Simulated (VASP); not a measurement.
TaSb (rocksalt type), 2 atoms in the cell. Symmetry: Fm-3m, No. 225, cubic system. The conventional cell has a = 5.104 Å, b = 5.104 Å, c = 5.104 Å, α = 90.00°, β = 90.00°, γ = 90.00°. Ta (site symmetry m-3m) has 6 Sb at 2.55 Å within 3.4 Å. Sb (site symmetry m-3m) has 6 Ta at 2.55 Å within 3.4 Å. 

| Quantity | Value |
| --- | --- |
| Program | VASP 6.6.1 |
| Task | relaxation of cell and atoms |
| Functional | PBE |
| Potentials or basis | VASP PAW PBE potentials, release 64 (Ta_pv, Sb) |
| Cutoff | 600 eV |
| k mesh | 13 × 13 × 13 |
| Occupations | fermi-dirac, width 0.05 eV |
| Spin | no spin polarisation |
| Target pressure | 71 GPa |
| Dipole correction | no |
| Further INCAR settings | ALGO = Normal; EDIFF = 1e-07; IBRION = 2; EDIFFG = -0.005; NSW = 60; ISIF = 3 |

Potentials or basis: VASP PAW PBE potentials, release 64 (Ta_pv, Sb).

The run is started by

```sh
$ cat potpaw_PBE.64/Ta_pv/POTCAR potpaw_PBE.64/Sb/POTCAR > POTCAR
$ mpirun -np 1 vasp_std > vasp.out
```

Hardware: 1 thread of Intel(R) Xeon(R) 6975P-C (Granite Rapids), with other jobs on the host.

**Question.** How long does it take, and how much memory?

**Answer.** It took 54 s on 1 thread of Intel(R) Xeon(R) 6975P-C (Granite Rapids), on a shared host, peak memory 0.2 GiB. Counts: scf iterations 28, k points 84, ion steps 3.
